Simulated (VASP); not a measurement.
Input of a VASP 6.6.1 run:

File INCAR:

```
  PREC = Accurate
  ENCUT = 520
  EDIFF = 1E-6
  ISMEAR = 0
  SIGMA = 0.1
  LREAL = F
  LASPH = T
  NELM = 60
  ALGO = Normal
  ISIF = 2
  LWAVE = F
  LCHARG = F
  GGA = PE
  NBANDS = 21
```

KPOINTS

```
Automatic mesh
0
Gamma
  12 12 8
```

Contents of POSCAR:

```
Pb
1.0
    3.4407105104     -1.9866139983      0.0000000000
    3.4407105104      1.9866139983      0.0000000000
   -2.2304959707      0.0000000000      5.6654487934
Pb
2
Direct
    0.8333555300      0.8333555300      0.0000930400
    0.1666444700      0.1666444700      0.9999069600
```

Potentials or basis: VASP PAW PBE potentials, release 64 (Pb_d).

Run with:

```bash
$ cat potpaw_PBE.64/Pb_d/POTCAR > POTCAR
$ mpirun -np 1 vasp_std > vasp.out
```

Q: What does it give for the pressure?

A: 53.6 GPa.

Q: What does it give for the band gap on the k mesh?

A: Zero (bands 14 and 15 overlap by 0.23 eV).

Stress tensor (GPa, compression positive):
```
80.46  0.00  0.00
 0.00 80.47  0.00
 0.00  0.00 -0.20
```

Caveat: the cell differs from its parent crystal (C replaced by Pb, lengths x 1.553, strained); the stress differs along the axes, from -0 to 80 GPa; spin-orbit coupling is left out, which moves the levels of the heavy elements.
